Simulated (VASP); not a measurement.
Input of a VASP 6.6.1 run:

INCAR

```
SYSTEM = MgO
PREC = Accurate
ENCUT = 600
EDIFF = 1E-6
ISMEAR = -4
SIGMA = 0.1
LREAL = .False.
LASPH = .True.
NELM = 120
ALGO = Normal
ISIF = 2
LWAVE = .False.
LCHARG = .False.
GGA = PE
NBANDS = 11
GGA_COMPAT = .False.
```

The input KPOINTS:

```
Automatic mesh
0
Gamma
  2 2 2
  0 0 0
```

Contents of POSCAR:

```
MgO
1.0
    2.9380209034      0.0000000000      0.0000000000
   -1.4690104517      2.5444007392      0.0000000000
    0.0000000000      0.0000000000      2.6796800000
Mg O
1 1
Direct
    0.0000000000      0.0000000000      0.0000000000
    0.3333333333      0.6666666667      0.5000000000
```

Potentials or basis: VASP PAW PBE potentials, release 64 (Mg, O).

Command:

```console
$ cat potpaw_PBE.64/Mg/POTCAR potpaw_PBE.64/O/POTCAR > POTCAR
$ mpirun -np 1 vasp_std > vasp.out
```

Problem. Predict the pressure.

Solution. 3.7 GPa.

Problem. What does it give for the band gap on the k mesh?

Solution. 2.69 eV, indirect (least direct gap 3.07 eV).

Stress tensor (GPa, compression positive):
```
4.11 0.00 0.00
0.00 4.11 0.00
0.00 0.00 2.98
```

Caveat: the k points lie up to 1.23 Å⁻¹ apart. A k mesh can miss the band edges.
